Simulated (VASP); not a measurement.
# Si16B (a cell with a defect) in VASP: single point with LDA

Aim: the single point of Si16B (a cell with a defect) with LDA.

All numbers are computed with VASP 6.6.1; they aren't measurements. Logs are shortened: lines on timing, memory, paths and dates and some standing lists are left out, and cuts for length are marked.

## 1. The cell of the first run

The cell holds a defect, 17 atoms: a = 7.679 Å, b = 7.679 Å, c = 7.679 Å, α = 60.00°, β = 60.00°, γ = 60.00°.

## 2. Single point, LDA, collinear spin

INCAR reads:

```
PREC = Accurate ; ENCUT = 520
EDIFF = 1E-6 ; ISMEAR = -1
SIGMA = 0.05 ; LREAL = Auto
LASPH = T ; NELM = 150
ALGO = Normal ; ISIF = 2
LWAVE = F ; LCHARG = F
ISPIN = 2 ; MAGMOM = 0 0 0 0 0 0 0 0 0 0 0 0 0 0 0 0 1
LORBIT = 11 ; GGA = CA
NBANDS = 52
```

KPOINTS reads:

```
regular mesh
0
Gamma
  2 2 2
```

POSCAR reads:

```
Si16B
1.0
    0.0000000000      5.4300000000      5.4300000000
    5.4300000000      0.0000000000      5.4300000000
    5.4300000000      5.4300000000      0.0000000000
Si B
16 1
Direct
    0.0051669171      0.0047254263     -0.0037774662
    0.1275699226      0.1270014879      0.1256841203
    0.0081870891     -0.0041785868      0.4987152348
    0.1288000431      0.1249801557      0.6221180975
    0.0092121149      0.5000592104     -0.0037139025
    0.1262569067      0.6309291133      0.1212295955
    0.0102233819      0.4983036897      0.4941011011
    0.1271010575      0.6234839625      0.6241624367
    0.4994712468      0.0056147490      0.0034898262
    0.6307901024      0.1306429841      0.1218029197
    0.5010034467      0.0014408044      0.4975528409
    0.6363180005      0.1047049057      0.6316364468
    0.4973939067      0.5063163152     -0.0023154431
    0.6365418218      0.6318358765      0.1156271617
    0.5022607710      0.4880875375      0.5010574999
    0.6371619855      0.6259267819      0.6134918164
    0.6579502857      0.7463129867      0.7912514142
```

Potentials or basis: VASP PAW LDA potentials, release 64 (Si, B).

Command:

```
$ cat potpaw_LDA.64/Si/POTCAR potpaw_LDA.64/B/POTCAR > POTCAR
$ mpirun -np 1 vasp_std > vasp.out
```

OUTCAR:

```text
PREC = Accurate
   ENCUT = 520
   EDIFF = 1E-6
   ISMEAR = -1
   LREAL = Auto
   LASPH = T
   NELM = 150
   ISIF = 2
   ISPIN = 2
   LORBIT = 11
   GGA = CA

 ion  position               nearest neighbor table
   1  0.005  0.005  0.996-   6 2.34   4 2.35   2 2.35  10 2.35
   2  0.128  0.127  0.126-   9 2.33   3 2.34   5 2.34   1 2.35
   3  0.008  0.996  0.499-  12 2.33   8 2.33   2 2.34   4 2.34
   4  0.129  0.125  0.622-  11 2.33   3 2.34   7 2.34   1 2.35
   5  0.009  0.500  0.996-   8 2.33  14 2.34   6 2.34   2 2.34
   6  0.126  0.631  0.121-  13 2.33   5 2.34   7 2.34   1 2.34
   7  0.010  0.498  0.494-   8 2.33   6 2.34  16 2.34   4 2.34
   8  0.127  0.623  0.624-   5 2.33   7 2.33   3 2.33  15 2.35
   9  0.499  0.006  0.003-   2 2.33  12 2.34  14 2.35  10 2.35  17 2.63
  10  0.631  0.131  0.122-   1 2.35   9 2.35  13 2.36  11 2.36
  11  0.501  0.001  0.498-   4 2.33  12 2.34  16 2.36  10 2.36  17 2.51
  12  0.636  0.105  0.632-   3 2.33   9 2.34  17 2.34  11 2.34  15 2.40
  13  0.497  0.506  0.998-  17 2.20   6 2.33  10 2.36  14 2.40  16 2.41
  14  0.637  0.632  0.116-  17 2.13   5 2.34   9 2.35  13 2.40  15 2.42
  15  0.502  0.488  0.501-   8 2.35  12 2.40  16 2.42  14 2.42
  16  0.637  0.626  0.613-  17 2.09   7 2.34  11 2.36  13 2.41  15 2.42
  17  0.658  0.746  0.791-  16 2.09  14 2.13  13 2.20  12 2.34  11 2.51   9 2.63

  LATTYP: Found a face centered cubic cell.
 ALAT       =    10.8600000000

  Lattice vectors:

 A1 = (   0.0000000000,   5.4300000000,   5.4300000000)
 A2 = (   5.4300000000,   0.0000000000,   5.4300000000)
 A3 = (   5.4300000000,   5.4300000000,   0.0000000000)

Analysis of symmetry for initial positions (statically):
=====================================================================
 Subroutine PRICEL returns:
 Original cell was already a primitive cell.

 Routine SETGRP: Setting up the symmetry group for a
 face centered cubic supercell.

 Subroutine GETGRP returns: Found  1 space group operations
 (whereof  1 operations were pure point group operations)
 out of a pool of 48 trial point group operations.

The static configuration has the point symmetry C_1 .

Analysis of symmetry for dynamics (positions and initial velocities):
=====================================================================
 Subroutine PRICEL returns:
 Original cell was already a primitive cell.

 Routine SETGRP: Setting up the symmetry group for a
 face centered cubic supercell.

 Subroutine GETGRP returns: Found  1 space group operations
 (whereof  1 operations were pure point group operations)
 out of a pool of 48 trial point group operations.

The dynamic configuration has the point symmetry C_1 .

Analysis of structural, dynamic, and magnetic symmetry:
=====================================================================
 Subroutine PRICEL returns:
 Original cell was already a primitive cell.

 Routine SETGRP: Setting up the symmetry group for a
 face centered cubic supercell.

 Subroutine GETGRP returns: Found  1 space group operations
 (whereof  1 operations were pure point group operations)
 out of a pool of 48 trial point group operations.

The overall configuration has the point symmetry C_1 .

 Subroutine INISYM returns: Found  1 space group operations
 (whereof  1 operations are pure point group operations),
 and found     1 'primitive' translations

----------------------------------------------------------------------------------------

                                     Primitive cell

  volume of cell :     320.2060

  direct lattice vectors                    reciprocal lattice vectors
     0.000000000  5.430000000  5.430000000    -0.092081031  0.092081031  0.092081031
     5.430000000  0.000000000  5.430000000     0.092081031 -0.092081031  0.092081031
     5.430000000  5.430000000  0.000000000     0.092081031  0.092081031 -0.092081031

  length of vectors
     7.679179644  7.679179644  7.679179644     0.159489025  0.159489025  0.159489025

  position of ions in fractional coordinates (direct lattice)
     0.005166917  0.004725426  0.996222534
     0.127569923  0.127001488  0.125684120
     0.008187089  0.995821413  0.498715235
     0.128800043  0.124980156  0.622118097
     0.009212115  0.500059210  0.996286097
[... 73 lines left out ...]
   dimension x,y,z NGXF=   120 NGYF=  120 NGZF=  120
   ions per type =              16   1
   NGX,Y,Z   is equivalent  to a cutoff of  12.99, 12.99, 12.99 a.u.
   NGXF,Y,Z  is equivalent  to a cutoff of  25.98, 25.98, 25.98 a.u.
 SYSTEM =  unknown system
   PREC   = accura    normal or accurate (medium, high low for compatibility)
   ISTART =      0    job   : 0-new  1-cont  2-samecut
   ICHARG =      2    charge: 1-file 2-atom 10-const
   ISPIN  =      2    spin polarized calculation?
   LNONCOLLINEAR =      F non collinear calculations
   LSORBIT =      F    spin-orbit coupling
   LASPH  =      T    aspherical Exc in radial PAW
   ENCUT  =  520.0 eV  38.22 Ry    6.18 a.u.  14.28 14.28 14.28*2*pi/ulx,y,z
   NELM   =    150;   NELMIN=  2; NELMDL= -5     # of ELM steps
   EDIFF  = 0.1E-05   stopping-criterion for ELM
   LREAL  =      T    real-space projection
   EDIFFG = 0.1E-04   stopping-criterion for IOM
   NSW    =      0    number of steps for IOM
   IBRION =     -1    ionic relax: 0-MD 1-quasi-New 2-CG
   NFREE  =      0    steps in history (QN), initial steepest desc. (CG)
   ISIF   =      2    stress and relaxation
   ISYM   =      2    0-nonsym 1-usesym 2-fastsym
   POTIM  = 0.5000    time-step for ionic-motion
   TEBEG  =    0.0;   TEEND  =   0.0 temperature during run
   PSTRESS=    0.0 pullay stress
   NELECT =      67.0000    total number of electrons
   NUPDOWN=      -1.0000    fix difference up-down
   EMIN   =  10.00;   EMAX   =-10.00  energy-range for DOS
   EFERMI =   0.00;   METHOD = LEGACY
   ISMEAR =    -1;   SIGMA  =   0.05  broadening in eV -4-tet -1-fermi 0-gaus
   EFERMI_NEDOS =   21; number of points for ismear=-14 and -15
   IALGO  =     38    algorithm
   IMIX   =      4    mixing-type and parameters
     AMIX     =   0.40;   BMIX     =  1.00
     AMIX_MAG =   1.60;   BMIX_MAG =  1.00
  volume/ion in A,a.u.               =      18.84       127.11
  Fermi-wavevector in a.u.,A,eV,Ry     =   0.971904  1.836632 12.852022  0.944597
  Thomas-Fermi vector in A             =   2.102159
   LORBIT       =     11    0 simple, 1 ext, 2 COOP (PROOUT), +10 PAW based schemes
   GGA     = CA    functional components
   LHFCALC =     F    Hartree Fock is set to
   AEXX    =    0.0000 exact exchange contribution
   IVDW    =     0    specifies the selected vdW correction
   LEPSILON=     F    determine dielectric tensor
   LRPA    =     F    only Hartree local field effects (RPA)
 spin polarized calculation
  energy-cutoff  :      520.00
  volume of cell :      320.21
 maximum number of plane-waves:      8646
 NGX is ok and might be reduce to    60
   NGX = 29   NGY = 29   NGZ = 29

 number of electron      67.0000000 magnetization       0.0009784

 number of electron      67.0000000 magnetization      -0.0000559

 Free energy of the ion-electron system (eV)
  ---------------------------------------------------
  ext. energy  EPLUGINS =         0.00000000
  ---------------------------------------------------
  free energy    TOTEN  =       -98.08652599 eV

  energy without entropy =      -98.05211946  energy(sigma->0) =      -98.06932273

 E-fermi :   6.3017     XC(G=0):  -9.7554

 val. band max:        6.1837322842   @ k =   0.0000   0.0000   0.5000
 cond. band min:       6.3095765169   @ k =   0.0000   0.5000   0.0000
 fundamental gap:      0.1258442327
 Fermi energy:         6.3016816654

 spin component 1

 k-point     1 :       0.0000    0.0000    0.0000
  band No.  band energies     occupation
      1      -6.3958      1.00000
      2      -4.2872      1.00000
      3      -3.9751      1.00000
      4      -3.8809      1.00000
      5      -3.6387      1.00000
      6      -2.5533      1.00000
[... 373 lines left out ...]
     44       9.6898      0.00000
     45      10.1355      0.00000
 Fermi energy:         6.3016816654

 spin component 2

 k-point     1 :       0.0000    0.0000    0.0000
  band No.  band energies     occupation
      1      -6.3958      1.00000
      2      -4.2873      1.00000
      3      -3.9751      1.00000
      4      -3.8809      1.00000
      5      -3.6387      1.00000
      6      -2.5533      1.00000
[... 373 lines left out ...]
     44       9.6898      0.00000
     45      10.1355      0.00000
 [bands above 45 left out]

------------------------ aborting loop because EDIFF is reached ----------------------------------------

  FORCE on cell =-STRESS in cart. coord.  units (eV):
  Direction    XX          YY          ZZ          XY          YZ          ZX
  --------------------------------------------------------------------------------------
  -------------------------------------------------------------------------------------
  Total       -1.0555514     -1.3124940     -0.1872707     -1.1924384      0.9615615     -0.7055341
  in kB       -5.2815390     -6.5671724     -0.9370246     -5.9664645      4.8112528     -3.5301983
  external PRESSURE =      -4.2619120 kB  Pullay stress =       0.0000000 kB

 VOLUME and BASIS-vectors are now :
 -----------------------------------------------------------------------------
  energy-cutoff  :      520.00
  volume of cell :      320.21
      direct lattice vectors                 reciprocal lattice vectors
     0.000000000  5.430000000  5.430000000    -0.092081031  0.092081031  0.092081031
     5.430000000  0.000000000  5.430000000     0.092081031 -0.092081031  0.092081031
     5.430000000  5.430000000  0.000000000     0.092081031  0.092081031 -0.092081031

 POSITION                                       TOTAL-FORCE (eV/Angst)
 -----------------------------------------------------------------------------------
      5.43515      5.43754      0.05372         0.002183     -0.002920      0.019889
      1.37208      1.37517      1.38232         0.007321      0.002194      0.000497
      8.11533      2.75248      5.45177        -0.003213      0.000680     -0.020074
      4.05674      4.07749      1.37803        -0.002678     -0.007099     -0.005580
      8.12516      5.45986      2.76534        -0.004478     -0.013969     -0.008562
      4.08422      1.34385      4.11152        -0.004099     -0.000156      0.003307
[... 9 lines left out ...]
      6.73004      6.79105      6.85857        -0.019412     -0.035326      0.011655
      8.34897      7.86917      7.62515         0.001288      0.045040     -0.013941
 -----------------------------------------------------------------------------------
    total drift:                                0.001516      0.002507      0.002543

  FREE ENERGIE OF THE ION-ELECTRON SYSTEM (eV)
  ---------------------------------------------------
  free  energy   TOTEN  =       -98.0865259937 eV

  energy  without entropy=      -98.0521194642  energy(sigma->0) =      -98.06932273

 total charge

# of ion       s       p       d       tot
------------------------------------------
    1        0.747   0.966   0.000   1.713
    2        0.746   0.968   0.000   1.714
    3        0.750   0.963   0.000   1.712
    4        0.746   0.967   0.000   1.713
    5        0.755   0.953   0.000   1.708
    6        0.750   0.966   0.000   1.716
[... 9 lines left out ...]
   16        0.748   0.945   0.000   1.693
   17        0.776   0.897   0.000   1.673
--------------------------------------------------
tot         12.854  16.052   0.000  28.906

 magnetization (x)

# of ion       s       p       d       tot
------------------------------------------
    1       -0.000   0.000   0.000   0.000
    2       -0.000  -0.000   0.000  -0.000
    3       -0.000  -0.000   0.000  -0.000
    4       -0.000   0.000   0.000  -0.000
    5       -0.000  -0.000   0.000  -0.000
    6       -0.000   0.000   0.000   0.000
[... 9 lines left out ...]
   16       -0.000  -0.000   0.000  -0.000
   17        0.000  -0.000   0.000  -0.000
--------------------------------------------------
tot         -0.000  -0.000   0.000  -0.000
```

Wall time 8.6 min (1 thread of Intel Xeon Platinum 8375C at 2.90GHz (Ice Lake), shared host); peak memory 0.48 GiB.

What came out:

- Free energy: -98.0865 eV
- Pressure: -0.4 GPa
- Largest force: 0.047 eV/Å
- Net moment: 0.00 μB per cell
- Valence electrons inside the program's atomic spheres: Si 1.71, 1.72, 1.70, 1.69 (each value once); B 1.67

Forces in eV/Å, atoms in the order of the input:
```
Si   0.002 -0.003  0.020
Si   0.007  0.002  0.000
Si  -0.003  0.001 -0.020
Si  -0.003 -0.007 -0.006
Si  -0.004 -0.014 -0.009
Si  -0.004  0.000  0.003
Si   0.002  0.009  0.002
Si   0.008 -0.002  0.013
Si  -0.017  0.017 -0.003
Si   0.017 -0.025  0.020
Si  -0.006  0.015 -0.010
Si   0.019  0.002  0.006
Si   0.000  0.023 -0.036
Si   0.010 -0.031  0.031
Si  -0.009  0.004 -0.010
Si  -0.019 -0.035  0.012
B    0.001  0.045 -0.014
```

Caveat: the k points lie up to 0.50 Å⁻¹ apart.
